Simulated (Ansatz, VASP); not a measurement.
# Two plane-wave programs on NaH

The input INCAR:

```
SYSTEM = NaH
PREC = Accurate
ENCUT = 520
EDIFF = 1E-7
ISMEAR = 0
SIGMA = 0.05
LREAL = .False.
LASPH = .True.
NELM = 100
ALGO = Normal
ISIF = 2
LWAVE = .False.
LCHARG = .False.
GGA = PE
NBANDS = 11
```

KPOINTS

```
regular mesh
0
Gamma
  10 10 10
  0 0 0
```

POSCAR

```
NaH
1.0
    3.1028802000      0.0000000000      0.0000000000
    0.0000000000      3.1028802000      0.0000000000
    0.0000000000      0.0000000000      3.1028802000
Na H
1 1
Direct
    0.0000000000      0.0000000000      0.0000000000
    0.5000000000      0.5000000000      0.5000000000
```

Input for Ansatz:

```yaml
crystal:
  lattice:
    - [3.1028802, 0.0, 0.0]
    - [0.0, 3.1028802, 0.0]
    - [0.0, 0.0, 3.1028802]
  atoms:
    - { symbol: Na, position: [0.0, 0.0, 0.0] }
    - { symbol: H, position: [0.5, 0.5, 0.5] }
basis:
  ecutwfc: 420
kpoints:
  mp_grid: { grid: [10, 10, 10] }
hamiltonian:
  xc: pbe
scf:
  occupations: { method: gaussian, width: 0.05 }
output:
  forces: true
  stress: true
  eigenvalues: true
```

Change from the starting cell: strain +0.050 along x and y, +0.050 along z, atoms carried along.

Alike in both runs: task single point; functional PBE; k mesh 10 × 10 × 10; occupations gaussian, width 0.05 eV; no spin polarisation.

```csv
,VASP,Ansatz
version,VASP 6.6.1,Ansatz 0.2.0
potentials or method,"VASP PAW PBE potentials, release 64 (Na_pv, H), cutoff 520 eV","scalar-relativistic, plane waves, PAW"
valence electrons in the cell,8,10
```

VASP gave:

* gap on the k mesh at the Fermi level (eV): 1.04
* least direct gap on the mesh (eV): 4.03
* pressure (GPa): -2.6

Which values does Ansatz return?

gap on the k mesh at the Fermi level (eV): 1.04; least direct gap on the mesh (eV): 4.03; pressure (GPa): -2.5.

VASP's potentials hold 8 valence electrons a cell and Ansatz's 10, so a difference there can come from the potentials and not from the codes.
